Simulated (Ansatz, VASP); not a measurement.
**Two plane-wave programs on MgCd2Se3**

File INCAR:

```
SYSTEM = MgCd2Se3
ALGO = Normal ; EDIFF = 1E-6
EDIFFG = -0.04 ; ENCUT = 600
GGA = PE ; IBRION = 2
ISIF = 3 ; ISMEAR = 0
LASPH = .TRUE. ; LCHARG = .FALSE.
LREAL = .FALSE. ; LWAVE = .FALSE.
NELM = 60 ; NSW = 90
PREC = Accurate ; SIGMA = 0.1
```

Contents of KPOINTS:

```
k-points
0
G
  6 6 2
  0 0 0
```

The input POSCAR:

```
MgCd2Se3
1.0
    4.0124112600      0.0000000000      0.0000000000
   -2.0062056300      3.4748500800      0.0000000000
    0.0000000000      0.0000000000      9.8214522500
Mg Cd Se
1 2 3
Direct
    0.0000000000      0.0000000000      0.0000000000
    0.3333333300      0.6666666700      0.6559943000
    0.6666666700      0.3333333300      0.3440057000
    0.3333333300      0.6666666700      0.1659022100
    0.6666666700      0.3333333300      0.8340977900
    0.0000000000      0.0000000000      0.5000000000
```

Input for Ansatz:

```yaml
crystal:
  lattice:
    - [4.01241126, 0.0, 0.0]
    - [-2.00620563, 3.47485008, 0.0]
    - [0.0, 0.0, 9.82145225]
  atoms:
    - { symbol: Mg, position: [0.0, 0.0, 0.0] }
    - { symbol: Cd, position: [0.33333333, 0.66666667, 0.6559943] }
    - { symbol: Cd, position: [0.66666667, 0.33333333, 0.3440057] }
    - { symbol: Se, position: [0.33333333, 0.66666667, 0.16590221] }
    - { symbol: Se, position: [0.66666667, 0.33333333, 0.83409779] }
    - { symbol: Se, position: [0.0, 0.0, 0.5] }
basis:
  ecutwfc: 420
kpoints:
  mp_grid: { grid: [6, 6, 2] }
hamiltonian:
  xc: pbe
scf:
  occupations: { method: gaussian, width: 0.1 }
  lower_state_search: "off"
output:
  forces: true
  stress: true
  eigenvalues: true
relax:
  adjacent_minimum: "off"
  f_tol: 0.04
  max_steps: 70
  cell: { stress_tol: 0.4 }
```

Change from the starting cell: species swapped into the CaSm2S3 type (P-3m1, No. 164).

Alike in both runs: task relaxation of cell and atoms; functional PBE; k mesh 6 × 6 × 2; occupations gaussian, width 0.1 eV; no spin polarisation.

|  | VASP | Ansatz |
| --- | --- | --- |
| version | VASP 6.6.1 | Ansatz 0.2.0 |
| potentials or method | VASP PAW PBE potentials, release 64 (Mg, Cd, Se), cutoff 600 eV | scalar-relativistic, plane waves, PAW |
| valence electrons in the cell | 44 | 98 |

VASP gave:

```
gap on the k mesh at the Fermi level, each at its own relaxed structure (eV) : 0.16
relaxed volume (Å³/atom)                                                     : 22.78
relaxed length of the cell vector where the two differ most in proportion (Å)              : 4.010
```

Question: What did Ansatz give for the same quantities?

Answer: gap on the k mesh at the Fermi level, each at its own relaxed structure (eV): 0.19; relaxed volume (Å³/atom): 22.81; relaxed length of the cell vector where the two differ most in proportion (Å): 4.013.

VASP's potentials hold 44 valence electrons a cell and Ansatz's 98, so a difference there can come from the potentials and not from the codes.
